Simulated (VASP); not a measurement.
# W (I4/mmm) in VASP: further runs

W is run at these levels: r2SCAN; tasks: single point.

All numbers are computed with VASP 6.6.1; they aren't measurements. Logs are shortened: lines on timing, memory, paths and dates and some standing lists are left out, and cuts for length are marked.

### 1 The cell of the first run

The structure is tetragonal, space group I4/mmm (No. 139). Conventional cell: a = 3.195 Å, b = 3.195 Å, c = 3.035 Å, α = 90.00°, β = 90.00°, γ = 90.00°. Within 3.6 Å of W (site symmetry 4/mmm) lie 14 W at 2.72 to 3.19 Å.

### 2 Single point, r2SCAN (strain +0.000 along x and y, -0.050 along z)

The input, POSCAR:

```
W
1.0
   -1.5973000000      1.5973000000      1.5174350000
    1.5973000000     -1.5973000000      1.5174350000
    1.5973000000      1.5973000000     -1.5174350000
W
1
Direct
    0.0000000000      0.0000000000      0.0000000000
```

The input, INCAR.step1:

```
SYSTEM = W
  PREC = Accurate
  ENCUT = 520
  ISMEAR = 0
  SIGMA = 0.15
  LREAL = .False.
  LASPH = .True.
  NELM = 100
  NBANDS = 13
  GGA = PE
  ALGO = Normal
  EDIFF = 1E-4
  LWAVE = .True.
  LCHARG = .False.
```

The input, INCAR.step2:

```
SYSTEM = W
  PREC = Accurate
  ENCUT = 520
  EDIFF = 1E-6
  ISMEAR = 0
  SIGMA = 0.15
  LREAL = .False.
  LASPH = .True.
  NELM = 100
  ALGO = Normal
  ISIF = 2
  LWAVE = .False.
  LCHARG = .False.
  METAGGA = R2SCAN
  LMIXTAU = .True.
  NBANDS = 13
  ISTART = 1
```

The input, KPOINTS:

```
Automatic mesh
0
Gamma
  20 20 20
  0 0 0
```

Potentials or basis: VASP PAW PBE potentials, release 64 (W_sv).

Command:

```console
cat potpaw_PBE.64/W_sv/POTCAR > POTCAR
cp INCAR.step1 INCAR
mpirun -np 1 vasp_std > vasp.out
cp INCAR.step2 INCAR
mpirun -np 1 vasp_std > vasp.out
```

OUTCAR:

```text
SYSTEM = W
   PREC = Accurate
   ENCUT = 520
   EDIFF = 1E-6
   ISMEAR = 0
   LREAL = .False.
   LASPH = .True.
   NELM = 100
   ISIF = 2
   METAGGA = R2SCAN
   ISTART = 1

 ion  position               nearest neighbor table
   1  0.000  0.000  0.000-

  LATTYP: Found a body centered tetragonal cell.
 ALAT       =     3.1946000000
 C/A-ratio  =     0.9500000000

  Lattice vectors:

 A1 = (  -1.5973000000,   1.5973000000,   1.5174350000)
 A2 = (   1.5973000000,  -1.5973000000,   1.5174350000)
 A3 = (   1.5973000000,   1.5973000000,  -1.5174350000)

Analysis of symmetry for initial positions (statically):
=====================================================================
 Subroutine PRICEL returns:
 Original cell was already a primitive cell.

 Routine SETGRP: Setting up the symmetry group for a
 body centered tetragonal supercell.

 Subroutine GETGRP returns: Found 16 space group operations
 (whereof 16 operations were pure point group operations)
 out of a pool of 16 trial point group operations.

The static configuration has the point symmetry D_4h.

Analysis of symmetry for dynamics (positions and initial velocities):
=====================================================================
 Subroutine PRICEL returns:
 Original cell was already a primitive cell.

 Routine SETGRP: Setting up the symmetry group for a
 body centered tetragonal supercell.

 Subroutine GETGRP returns: Found 16 space group operations
 (whereof 16 operations were pure point group operations)
 out of a pool of 16 trial point group operations.

The dynamic configuration has the point symmetry D_4h.

 Subroutine INISYM returns: Found 16 space group operations
 (whereof 16 operations are pure point group operations),
 and found     1 'primitive' translations

----------------------------------------------------------------------------------------

                                     Primitive cell

  volume of cell :      15.4861

  direct lattice vectors                    reciprocal lattice vectors
    -1.597300000  1.597300000  1.517435000     0.000000000  0.313028235  0.329503405
     1.597300000 -1.597300000  1.517435000     0.313028235  0.000000000  0.329503405
     1.597300000  1.597300000 -1.517435000     0.313028235  0.313028235  0.000000000

  length of vectors
     2.721276090  2.721276090  2.721276090     0.454487811  0.454487811  0.442688776

  position of ions in fractional coordinates (direct lattice)
     0.000000000  0.000000000  0.000000000

  ion indices of the primitive-cell ions
   primitive index   ion index
[... 82 lines left out ...]
   TEBEG  =    0.0;   TEEND  =   0.0 temperature during run
   PSTRESS=    0.0 pullay stress
   NELECT =      14.0000    total number of electrons
   NUPDOWN=      -1.0000    fix difference up-down
   EMIN   =  10.00;   EMAX   =-10.00  energy-range for DOS
   EFERMI =   0.00;   METHOD = LEGACY
   ISMEAR =     0;   SIGMA  =   0.15  broadening in eV -4-tet -1-fermi 0-gaus
   EFERMI_NEDOS =   21; number of points for ismear=-14 and -15
   IALGO  =     38    algorithm
   IMIX   =      4    mixing-type and parameters
     AMIX     =   0.40;   BMIX     =  1.00
     AMIX_MAG =   1.60;   BMIX_MAG =  1.00
  volume/ion in A,a.u.               =      15.49       104.51
  Fermi-wavevector in a.u.,A,eV,Ry     =   1.582960  2.991360 34.092948  2.505761
  Thomas-Fermi vector in A             =   2.682803
   LORBIT       =      0    0 simple, 1 ext, 2 COOP (PROOUT), +10 PAW based schemes
   METAGGA = R2SCAN    functional components
   LHFCALC =     F    Hartree Fock is set to
   AEXX    =    0.0000 exact exchange contribution
   IVDW    =     0    specifies the selected vdW correction
   LEPSILON=     F    determine dielectric tensor
   LRPA    =     F    only Hartree local field effects (RPA)
 non-spin polarized calculation
 Gauss-broadening in eV      SIGMA  =   0.15
  energy-cutoff  :      520.00
  volume of cell :       15.49
 maximum number of plane-waves:       430
   NGX = 11   NGY = 11   NGZ = 11

 number of electron      13.9999999 magnetization

 Free energy of the ion-electron system (eV)
  ---------------------------------------------------
  ext. energy  EPLUGINS =         0.00000000
  ---------------------------------------------------
  free energy    TOTEN  =       -51.30846816 eV

  energy without entropy =      -51.30434505  energy(sigma->0) =      -51.30640660

 E-fermi :  11.6618     XC(G=0): -15.1116

 val. band max:       11.6606190566   @ k =  -0.3500   0.3500   0.2000
 cond. band min:      11.6642148226   @ k =  -0.1000  -0.1500   0.0500
 fundamental gap:      0.0035957660
 Fermi energy:        11.6618234365

 k-point     1 :       0.0000    0.0000    0.0000
  band No.  band energies     occupation
      1     -64.4552      2.00000
      2     -27.2860      2.00000
      3     -27.2860      2.00000
      4     -27.2555      2.00000
      5       1.3718      2.00000
      6       9.8200      2.00000
      7      10.5970      2.00000
      8      10.5970      2.00000
      9      13.6909      0.00000
     10      14.7308      0.00000
     11      26.6077      0.00000
     12      26.6077      0.00000
     13      27.7227      0.00000
[... 354 lines left out ...]
  band No.  band energies     occupation
      1     -64.3303      2.00000
      2     -28.3653      2.00000
      3     -27.6519      2.00000
      4     -27.3099      2.00000
      5       4.8729      2.00000
      6       8.1532      2.00000
      7       9.8825      2.00000
      8      14.0421      0.00000
      9      14.6653      0.00000
     10      15.2218      0.00000
     11      25.6664      0.00000
     12      27.9740      0.00000
     13      33.3456      0.00000

 [... further k-points ...]

------------------------ aborting loop because EDIFF is reached ----------------------------------------

  FORCE on cell =-STRESS in cart. coord.  units (eV):
  Direction    XX          YY          ZZ          XY          YZ          ZX
  --------------------------------------------------------------------------------------
  -------------------------------------------------------------------------------------
  Total        0.4052415      0.4052415      2.3813626      0.0000000      0.0000000      0.0000000
  in kB       41.9258094     41.9258094    246.3729544      0.0000000      0.0000000      0.0000000
  external PRESSURE =     110.0748577 kB  Pullay stress =       0.0000000 kB

 VOLUME and BASIS-vectors are now :
 -----------------------------------------------------------------------------
  energy-cutoff  :      520.00
  volume of cell :       15.49
      direct lattice vectors                 reciprocal lattice vectors
    -1.597300000  1.597300000  1.517435000     0.000000000  0.313028235  0.329503405
     1.597300000 -1.597300000  1.517435000     0.313028235  0.000000000  0.329503405
     1.597300000  1.597300000 -1.517435000     0.313028235  0.313028235  0.000000000

 POSITION                                       TOTAL-FORCE (eV/Angst)
 -----------------------------------------------------------------------------------
      0.00000      0.00000      0.00000         0.000000     -0.000000      0.000000
 -----------------------------------------------------------------------------------
    total drift:                                0.000000     -0.000000      0.000000

  FREE ENERGIE OF THE ION-ELECTRON SYSTEM (eV)
  ---------------------------------------------------
  free  energy   TOTEN  =       -51.3084681602 eV

  energy  without entropy=      -51.3043450495  energy(sigma->0) =      -51.30640660
```

Wall time 3.3 min (1 thread of AMD EPYC 9R45 (Zen 5), shared host); peak memory 0.2 GiB.

What came out:

```yaml
Free_energy: -51.3085 eV
Pressure: 11.0 GPa
Band_gap_on_the_k_mesh: zero (bands 7 and 8 overlap by 6.76 eV)
```

Levels at points of the mesh, in eV from the Fermi level:
```csv
k point,band 5,band 6,band 7,band 8,band 9,band 10
"(0.00, 0.00, 0.00)",-10.29,-1.84,-1.06,-1.06,2.03,3.07
"(0.50, 0.00, 0.00)",-6.75,-4.14,0.75,2.55,3.91,6.53
"(0.50, 0.50, 0.00)",-6.76,-3.35,0.29,1.77,3.21,6.42
"(0.50, 0.50, 0.50)",-6.32,-6.19,5.42,5.42,5.63,8.22
```

Caveat: the cell differs from its parent crystal (strain +0.000 along x and y, -0.050 along z); the stress differs along the axes, from 4 to 25 GPa; the PAW data sets were made with another functional, which shifts forces and pressure a little; spin-orbit coupling is left out, which moves the levels of the heavy elements.

### 3 Single point, r2SCAN (strain -0.025 along x and y, +0.000 along z)

The input, POSCAR:

```
W
1.0
   -1.5573675000      1.5573675000      1.5973000000
    1.5573675000     -1.5573675000      1.5973000000
    1.5573675000      1.5573675000     -1.5973000000
W
1
Direct
    0.0000000000      0.0000000000      0.0000000000
```

The input, INCAR.step1:

```
  ALGO = Normal
  EDIFF = 1E-4
  ENCUT = 520
  GGA = PE
  ISMEAR = 0
  LASPH = T
  LCHARG = F
  LREAL = F
  LWAVE = T
  NBANDS = 13
  NELM = 100
  PREC = Accurate
  SIGMA = 0.15
```

The input, INCAR.step2:

```
  ALGO = Normal
  EDIFF = 1E-7
  ENCUT = 520
  ISIF = 2
  ISMEAR = 0
  ISTART = 1
  LASPH = T
  LCHARG = T
  LELF = T
  LMIXTAU = T
  LREAL = F
  LVHAR = T
  LWAVE = F
  METAGGA = R2SCAN
  NBANDS = 13
  NELM = 100
  PREC = Accurate
  SIGMA = 0.15
```

The input, KPOINTS:

```
k-points
0
Gamma
  20 20 20
```

Potentials or basis: VASP PAW PBE potentials, release 64 (W_sv).

Command:

```console
cat potpaw_PBE.64/W_sv/POTCAR > POTCAR
cp INCAR.step1 INCAR
mpirun -np 1 vasp_std > vasp.out
cp INCAR.step2 INCAR
mpirun -np 1 vasp_std > vasp.out
```

Run time: 3.9 min. Hardware: 1 thread of AMD EPYC 9R45 (Zen 5), shared host; peak memory 0.2 GiB.

The run converged. Its results:

```yaml
Free_energy: -51.3350 eV
Pressure: 10.3 GPa
Band_gap_on_the_k_mesh: zero (bands 7 and 8 overlap by 6.55 eV)
```

Stress tensor (GPa, compression positive):
```
13.59  0.00  0.00
 0.00 13.59  0.00
 0.00  0.00  3.74
```

Levels at points of the mesh, in eV from the Fermi level:
| k point | band 4 | band 5 | band 6 | band 7 | band 8 | band 9 | band 10 | band 11 |
| --- | --- | --- | --- | --- | --- | --- | --- | --- |
| (0.00, 0.00, 0.00) | -38.96 | -10.31 | -1.49 | -1.49 | -1.13 | 2.31 | 2.79 | 14.91 |
| (0.50, 0.00, 0.00) | -38.97 | -6.77 | -3.79 | 0.49 | 2.20 | 3.47 | 6.46 | 11.92 |
| (0.50, 0.50, 0.00) | -38.99 | -6.77 | -4.17 | 0.71 | 2.73 | 3.65 | 6.54 | 12.02 |
| (0.50, 0.50, 0.50) | -39.96 | -6.31 | -6.24 | 5.38 | 5.49 | 5.49 | 8.20 | 8.93 |

Caveat: the cell differs from its parent crystal (strain -0.025 along x and y, +0.000 along z); the stress differs along the axes, from 4 to 14 GPa; the PAW data sets were made with another functional, which shifts forces and pressure a little; spin-orbit coupling is left out, which moves the levels of the heavy elements.

(Continued in part 2 of 3.)

The gap in the log of VASP goes by the Fermi energy; the results here count the filled bands.